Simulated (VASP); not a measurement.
Wanted: the native input for a VASP 6.6.1 run.

* Task: single point
* Functional: PBE
* Potentials or basis: VASP PAW PBE potentials, release 64 (Zr_sv, W_sv, S)
* Cutoff: 520 eV
* k mesh: 4 × 4 × 4
* Occupations: gaussian, width 0.1 eV
* Spin: collinear spin, ferrimagnetic start
* Starting moments: [0.86, 0.01, -0.04, -0.04, -0.04] μB
* Dipole correction: no
* Further INCAR settings: ALGO = Normal; EDIFF = 1e-06; NBANDS = 34

The structure of ZrWS3 lies in POSCAR:

```
ZrWS3
1.0
    4.5872932600      0.0000000000      0.0000000000
    0.0000000000      4.5872932600      0.0000000000
    0.0000000000      0.0000000000      4.5872932600
Zr W S
1 1 3
Direct
    0.0000000000      0.0000000000      0.0000000000
    0.5000000000      0.5000000000      0.5000000000
    0.0000000000      0.5000000000      0.5000000000
    0.5000000000      0.5000000000      0.0000000000
    0.5000000000      0.0000000000      0.5000000000
```

These files were run (other wordings do the same):

INCAR

```
PREC = Accurate ; ENCUT = 520
EDIFF = 1E-6 ; ISMEAR = 0
SIGMA = 0.1 ; LREAL = False
LASPH = True ; NELM = 150
ALGO = Normal ; ISIF = 2
LWAVE = False ; LCHARG = True
ISPIN = 2 ; MAGMOM = 0.86 0.01 -0.04 -0.04 -0.04
LORBIT = 11 ; LMAXMIX = 4
GGA = PE ; LELF = True
LVHAR = True ; NBANDS = 34
```

KPOINTS

```
regular mesh
0
Gamma
  4 4 4
```

Potentials or basis: VASP PAW PBE potentials, release 64 (Zr_sv, W_sv, S).

Run with:

```console
$ cat potpaw_PBE.64/Zr_sv/POTCAR potpaw_PBE.64/W_sv/POTCAR potpaw_PBE.64/S/POTCAR > POTCAR
$ mpirun -np 1 vasp_std > vasp.out
```

Results of the run:

```yaml
Pressure: 4.9 GPa
Net_moment: 0.93 μB per cell
Site_moments: Zr +0.73; W +0.02; S -0.04 μB
Valence_electrons_inside_the_program's_atomic_spheres: Zr 9.49; W 12.22; S 3.77
```

Run time: 49 s on 1 thread of AMD EPYC 9R45 96-Core Processor (Zen 5) (shared host), peak memory 0.24 GiB.
